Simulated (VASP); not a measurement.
Wanted: the native input for a VASP 6.6.1 run.

```yaml
Task: relaxation of cell and atoms
Functional: RPBE
Potentials_or_basis: VASP PAW PBE potentials, release 64 (Sb)
Cutoff: 500 eV
k_mesh: 8 × 8 × 8
Occupations: gaussian, width 0.05 eV
Spin: no spin polarisation
Dipole_correction: no
Further_INCAR_settings: ALGO = Normal; EDIFF = 1e-07; IBRION = 2; EDIFFG = -0.01; NSW = 60; ISIF = 3
```

The structure of Sb lies in POSCAR:

```
Sb
1.0
    3.2015837161      0.0000000000      0.0000000000
    0.0000000000      3.2015837161      0.0000000000
    0.0000000000      0.0000000000      3.2015837161
Sb
1
Direct
    0.0000000000      0.0000000000      0.0000000000
```

This cell differs from its parent crystal: volume scaled by 1.04.

One way to write it, as run:

INCAR

```
SYSTEM = Sb
ALGO     = Normal         ! electronic algorithm
EDIFF    = 1E-7           ! SCF threshold, eV
EDIFFG   = -0.01          ! ionic threshold
ENCUT    = 500            ! plane-wave cutoff, eV
GGA      = RP             ! functional
GGA_COMPAT= .FALSE.      
IBRION   = 2              ! ionic algorithm
ISIF     = 3              ! what is computed and relaxed
ISMEAR   = 0              ! smearing method
LASPH    = .TRUE.         ! aspherical terms in the spheres
LCHARG   = .FALSE.        ! write CHGCAR
LREAL    = .FALSE.        ! projectors in reciprocal space
LWAVE    = .FALSE.        ! write WAVECAR
NELM     = 120            ! most SCF steps
NELMIN   = 4            
NSW      = 60             ! ionic steps
PREC     = Accurate       ! precision mode
SIGMA    = 0.05           ! smearing width, eV
```

KPOINTS

```
k-points
0
G
  8 8 8
  0 0 0
```

Potentials or basis: VASP PAW PBE potentials, release 64 (Sb).

Launch:

```bash
$ cat potpaw_PBE.64/Sb/POTCAR > POTCAR
$ mpirun -np 1 vasp_std > vasp.out
```

It gave:

The relaxed volume is 30.86 Å³/atom and the relaxed cell is a = 3.137 Å, b = 3.137 Å, c = 3.137 Å, α = 90.00°, β = 90.00°, γ = 90.00°. The space group after relaxing (to 0.05 Å) is Pm-3m (No. 221). The energy gained by relaxing is 18.4 meV/atom, the ionic steps are 3 and the pressure after relaxing is 0.0 GPa.

Caveat: the cell differs from its parent crystal (volume scaled by 1.04); the PAW data sets were made with another functional, which shifts forces and pressure a little.

It took 20 s on 1 thread of Intel Xeon 8259CL, with other jobs on the host, peak memory 0.14 GiB.
